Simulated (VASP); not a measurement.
# CuO in VASP: notebook, part 2 of 2

VASP 6.6.1. Earlier steps stand in the parts before.

### 5 Single point, PBEsol

The input, INCAR:

```
SYSTEM = CuO
ALGO = Fast ; EDIFF = 1E-6
ENCUT = 520 ; GGA = PS
ISIF = 2 ; ISMEAR = -5
LASPH = .True. ; LCHARG = .False.
LREAL = .False. ; LWAVE = .False.
NBANDS = 25 ; NELM = 60
PREC = Accurate ; SIGMA = 0.1
```

The input, KPOINTS:

```
k-points
0
Gamma
  16 16 8
  0 0 0
```

The input, POSCAR:

```
CuO
1.0
    2.3446500000     -1.7134000000      0.0000000000
    2.3446500000      1.7134000000      0.0000000000
   -0.8605500000      0.0000000000      5.0594400000
Cu O
2 2
Direct
    0.0032000000      0.4968000000      0.0000000000
    0.4968000000      0.0032000000      0.5000000000
    0.5714000000      0.4056000000      0.2537000000
    0.4056000000      0.5714000000      0.7537000000
```

Potentials or basis: VASP PAW PBE potentials, release 64 (Cu, O).

Started as:

```
$ cat potpaw_PBE.64/Cu/POTCAR potpaw_PBE.64/O/POTCAR > POTCAR
$ mpirun -np 1 vasp_std > vasp.out
```

OUTCAR:

```text
SYSTEM = CuO
   EDIFF = 1E-6
   ENCUT = 520
   GGA = PS
   ISIF = 2
   ISMEAR = -5
   LASPH = .True.
   LREAL = .False.
   NELM = 60
   PREC = Accurate

 ion  position               nearest neighbor table
   1  0.003  0.497  0.000-   4 1.91   3 1.93   4 1.98   3 2.02
   2  0.497  0.003  0.500-   3 1.91   4 1.93   3 1.98   4 2.02
   3  0.571  0.406  0.254-   2 1.91   1 1.93   2 1.98   1 2.02
   4  0.406  0.571  0.754-   1 1.91   2 1.93   1 1.98   2 2.02

  LATTYP: Found a base centered monoclinic cell.
 ALAT       =     4.6893000000
 B/A-ratio  =     0.7307700510
 C/A-ratio  =     1.0944283424
 COS(beta)  =    -0.1676798048

  Lattice vectors:

 A1 = (   2.3446500000,  -1.7134000000,   0.0000000000)
 A2 = (   2.3446500000,   1.7134000000,   0.0000000000)
 A3 = (  -0.8605500000,   0.0000000000,   5.0594400000)

Analysis of symmetry for initial positions (statically):
=====================================================================
 Subroutine PRICEL returns:
 Original cell was already a primitive cell.

 Routine SETGRP: Setting up the symmetry group for a
 base centered monoclinic supercell.

 Subroutine GETGRP returns: Found  2 space group operations
 (whereof  1 operations were pure point group operations)
[... 170 lines left out ...]
  free energy    TOTEN  =       -21.29619294 eV

  energy without entropy =      -21.29619294  energy(sigma->0) =      -21.29619294

 E-fermi :   5.5072     XC(G=0): -12.1683

 val. band max:        5.5499751462   @ k =   0.3125   0.0625   0.0000
 cond. band min:       5.3992390154   @ k =  -0.1250   0.1250   0.5000
 fundamental gap:     -0.1507361307
 Fermi energy:         5.5072072439

 k-point     1 :       0.0000    0.0000    0.0000
  band No.  band energies     occupation
      1     -14.3308      2.00000
      2     -12.9849      2.00000
      3      -2.6739      2.00000
      4      -0.0468      2.00000
      5       0.3183      2.00000
      6       2.1243      2.00000
[... 661 lines left out ...]
     24      20.8600      0.00000
     25      22.2605      0.00000

 [... further k-points ...]
[... 5 lines left out ...]
  --------------------------------------------------------------------------------------
  -------------------------------------------------------------------------------------
  Total       -0.6188199     -0.0426946     -0.8949263      0.0000000      0.0000000     -0.2968791
  in kB      -24.3896518     -1.6827280    -35.2718806      0.0000000      0.0000000    -11.7009459
  external PRESSURE =     -20.4480868 kB  Pullay stress =       0.0000000 kB

 VOLUME and BASIS-vectors are now :
 -----------------------------------------------------------------------------
  energy-cutoff  :      520.00
  volume of cell :       40.65
      direct lattice vectors                 reciprocal lattice vectors
     2.344650000 -1.713400000  0.000000000     0.213251445 -0.291817439  0.036271510
     2.344650000  1.713400000  0.000000000     0.213251445  0.291817439  0.036271510
    -0.860550000  0.000000000  5.059440000     0.000000000  0.000000000  0.197650333

 POSITION                                       TOTAL-FORCE (eV/Angst)
 -----------------------------------------------------------------------------------
      1.17233      0.84573      0.00000        -0.605695      0.337362      0.236128
      0.74205     -0.84573      2.52972        -0.605695     -0.337362      0.236128
      2.07240     -0.28408      1.28358         0.605695      0.365811     -0.236128
      1.64213      0.28408      3.81330         0.605695     -0.365811     -0.236128
 -----------------------------------------------------------------------------------
    total drift:                               -0.000297      0.000000     -0.000378

  FREE ENERGIE OF THE ION-ELECTRON SYSTEM (eV)
  ---------------------------------------------------
  free  energy   TOTEN  =       -21.2961929419 eV

  energy  without entropy=      -21.2961929419  energy(sigma->0) =      -21.29619294
```

OSZICAR:

```text
N       E                     dE             d eps       ncg     rms          rms(c)
DAV:   1     0.291508567759E+03    0.29151E+03   -0.16384E+04 29508   0.215E+03
DAV:   2     0.872835244747E+01   -0.28278E+03   -0.26113E+03 28255   0.395E+02
DAV:   3    -0.260868944550E+02   -0.34815E+02   -0.33069E+02 34428   0.154E+02
DAV:   4    -0.272501744476E+02   -0.11633E+01   -0.11579E+01 34233   0.301E+01
DAV:   5    -0.272711694288E+02   -0.20995E-01   -0.20981E-01 36219   0.360E+00    0.174E+01
RMM:   6    -0.249923879162E+02    0.22788E+01   -0.37589E+01 32806   0.838E+01    0.139E+01
RMM:   7    -0.213467493693E+02    0.36456E+01   -0.10756E+01 32023   0.435E+01    0.260E+00
RMM:   8    -0.213227408313E+02    0.24009E-01   -0.33485E-01 37163   0.436E+00    0.157E+00
RMM:   9    -0.213073791894E+02    0.15362E-01   -0.86081E-02 37438   0.320E+00    0.862E-01
RMM:  10    -0.212959548244E+02    0.11424E-01   -0.40140E-02 37308   0.184E+00    0.207E-01
RMM:  11    -0.212958594090E+02    0.95415E-04   -0.93614E-03 36096   0.105E+00    0.800E-02
RMM:  12    -0.212961816794E+02   -0.32227E-03   -0.37849E-03 39774   0.423E-01    0.363E-02
RMM:  13    -0.212961755341E+02    0.61452E-05   -0.40748E-04 35377   0.237E-01    0.208E-02
RMM:  14    -0.212961946347E+02   -0.19101E-04   -0.19668E-04 37380   0.112E-01    0.839E-03
RMM:  15    -0.212961905196E+02    0.41150E-05   -0.22602E-05 35391   0.380E-02    0.564E-03
RMM:  16    -0.212961927241E+02   -0.22045E-05   -0.27179E-06 26276   0.207E-02    0.143E-03
RMM:  17    -0.212961929419E+02   -0.21778E-06   -0.10523E-06 20635   0.906E-03
   1 F= -.21296193E+02 E0= -.21296193E+02  d E =0.000000E+00
```

Run time: 9.2 min. Hardware: 1 thread of Oxide Virtual Turin-like, shared host; peak memory 0.51 GiB.

What came out:

```yaml
Free_energy: -21.2962 eV
Pressure: -2.0 GPa
Largest_force: 0.746 eV/Å
Band_gap_on_the_k_mesh: zero (bands 17 and 18 overlap by 0.73 eV)
```

Forces in eV/Å, atoms in the order of the input:
```
Cu  -0.606  0.337  0.236
Cu  -0.606 -0.337  0.236
O    0.606  0.366 -0.236
O    0.606 -0.366 -0.236
```

Stress tensor (GPa, compression positive):
```
-2.44  0.00 -1.17
 0.00 -0.17  0.00
-1.17  0.00 -3.53
```

Levels at points of the mesh, in eV from the Fermi level:
```tsv
k point	band 14	band 15	band 16	band 17	band 18	band 19	band 20	band 21
(0.00, 0.00, 0.00)	-2.20	-2.12	-1.63	0.23	0.92	1.66	5.92	8.10
(0.50, 0.00, 0.00)	-1.57	-1.47	-1.38	-0.04	0.29	4.80	6.22	6.90
(0.50, 0.50, 0.00)	-2.10	-1.68	-1.20	-0.63	1.07	3.27	6.96	8.48
(0.00, 0.00, 0.50)	-2.21	-1.45	-1.45	0.25	0.25	3.87	3.87	11.57
(0.50, 0.00, 0.50)	-2.13	-1.72	-1.58	-0.09	0.74	5.05	6.47	7.98
(0.50, 0.50, 0.50)	-1.63	-1.28	-1.28	-0.42	-0.42	5.14	5.14	8.93
```

Caveat: the PAW data sets were made with another functional, which shifts forces and pressure a little; semilocal functionals often make such compounds metallic where correlation or magnetic order opens a gap, which also shifts bond lengths; tetrahedron occupations give inexact forces and stress in metals. With open d or f shells a metallic result of PBEsol can be an artefact of self-interaction; +U or a hybrid may open a gap.

### 6 Single point, PBEsol

The input, INCAR:

```
SYSTEM = CuO
ALGO     = Fast           ! electronic algorithm
EDIFF    = 1E-6           ! SCF threshold, eV
ENCUT    = 520            ! plane-wave cutoff, eV
GGA      = PS             ! functional
ISIF     = 2              ! what is computed and relaxed
ISMEAR   = 0              ! smearing method
LASPH    = .TRUE.         ! aspherical terms in the spheres
LCHARG   = .FALSE.        ! write CHGCAR
LREAL    = .FALSE.        ! projectors in reciprocal space
LWAVE    = .FALSE.        ! write WAVECAR
NBANDS   = 25             ! bands
NELM     = 60             ! most SCF steps
PREC     = Accurate       ! precision mode
SIGMA    = 0.1            ! smearing width, eV
```

The input, KPOINTS:

```
k-points
0
G
  16 16 10
  0 0 0
```

POSCAR is that of step 5.

Potentials or basis: VASP PAW PBE potentials, release 64 (Cu, O).

Started as:

```
$ cat potpaw_PBE.64/Cu/POTCAR potpaw_PBE.64/O/POTCAR > POTCAR
$ mpirun -np 1 vasp_std > vasp.out
```

It took 9.9 min on 1 thread of Oxide Virtual Turin-like, shared host; peak memory 0.6 GiB.

It converged, with:

| Property | Result |
| --- | --- |
| Free energy | -21.3021 eV |
| Pressure | -1.9 GPa |
| Largest force | 0.756 eV/Å |
| Band gap on the k mesh | zero (bands 17 and 18 overlap by 0.73 eV) |

Forces on the atoms (eV/Å):
```
Cu  -0.615  0.336  0.237
Cu  -0.615 -0.336  0.237
O    0.615  0.371 -0.237
O    0.615 -0.371 -0.237
```

Stress tensor (GPa, compression positive):
```
-2.30  0.00 -1.13
 0.00 -0.04  0.00
-1.13  0.00 -3.45
```

Levels at points of the mesh, in eV from the Fermi level:
| k point | band 14 | band 15 | band 16 | band 17 | band 18 | band 19 | band 20 | band 21 |
| --- | --- | --- | --- | --- | --- | --- | --- | --- |
| (0.00, 0.00, 0.00) | -2.20 | -2.12 | -1.63 | 0.22 | 0.92 | 1.65 | 5.92 | 8.10 |
| (0.50, 0.00, 0.00) | -1.58 | -1.47 | -1.38 | -0.04 | 0.28 | 4.80 | 6.21 | 6.90 |
| (0.50, 0.50, 0.00) | -2.11 | -1.69 | -1.20 | -0.64 | 1.07 | 3.26 | 6.96 | 8.48 |
| (0.00, 0.00, 0.50) | -2.22 | -1.45 | -1.45 | 0.24 | 0.24 | 3.87 | 3.87 | 11.57 |
| (0.50, 0.00, 0.50) | -2.13 | -1.72 | -1.58 | -0.09 | 0.74 | 5.05 | 6.47 | 7.97 |
| (0.50, 0.50, 0.50) | -1.64 | -1.28 | -1.28 | -0.43 | -0.43 | 5.13 | 5.13 | 8.93 |

Caveat: the PAW data sets were made with another functional, which shifts forces and pressure a little; semilocal functionals often make such compounds metallic where correlation or magnetic order opens a gap, which also shifts bond lengths. With open d or f shells a metallic result of PBEsol can be an artefact of self-interaction; +U or a hybrid may open a gap.

### 7 Summary

```tsv
potentials or basis	cell	k mesh	cutoff (eV)	smearing	gap on the mesh (eV)	pressure (GPa)	largest force (eV/Å)
VASP PAW PBE potentials, release 64 (Cu_sv_GW, O)	a = 2.904, b = 2.904, c = 5.132 Å, angles 97.8, 97.8, 72.3°, 4 atoms, atomic positions A	4 × 4 × 2	820	gaussian 0.1 eV	none	-3.6	0.76
VASP PAW PBE potentials, release 64 (Cu_sv_GW, O)	a = 2.899, b = 2.866, c = 5.156 Å, angles 98.1, 98.6, 72.1°, 4 atoms, atomic positions B	4 × 4 × 2	820	gaussian 0.1 eV	none	-2.1	0.80
VASP PAW PBE potentials, release 64 (Cu, O)	a = 2.904, b = 2.904, c = 5.132 Å, angles 97.8, 97.8, 72.3°, 4 atoms, atomic positions A	16 × 16 × 8	520	methfessel-paxton 0.05 eV	none	-2.0	0.76
VASP PAW PBE potentials, release 64 (Cu, O)	a = 2.904, b = 2.904, c = 5.132 Å, angles 97.8, 97.8, 72.3°, 4 atoms, atomic positions A	16 × 16 × 8	520	tetrahedron	none	-2.0	0.75
VASP PAW PBE potentials, release 64 (Cu, O)	a = 2.904, b = 2.904, c = 5.132 Å, angles 97.8, 97.8, 72.3°, 4 atoms, atomic positions A	16 × 16 × 10	520	gaussian 0.1 eV	none	-1.9	0.76
```

Alike in all rows: task single point; level PBEsol; no spin polarisation.

Caveats: some runs use coarse meshes; the PAW data sets were made with another functional, which shifts forces and pressure a little; semilocal functionals often make such compounds metallic where correlation or magnetic order opens a gap, which also shifts bond lengths; tetrahedron occupations give inexact forces and stress in metals (at least some runs).

Total energies depend on the potentials used, so only differences within one code and one set of settings carry meaning.

The gap in the log of VASP goes by the Fermi energy; the results here count the filled bands.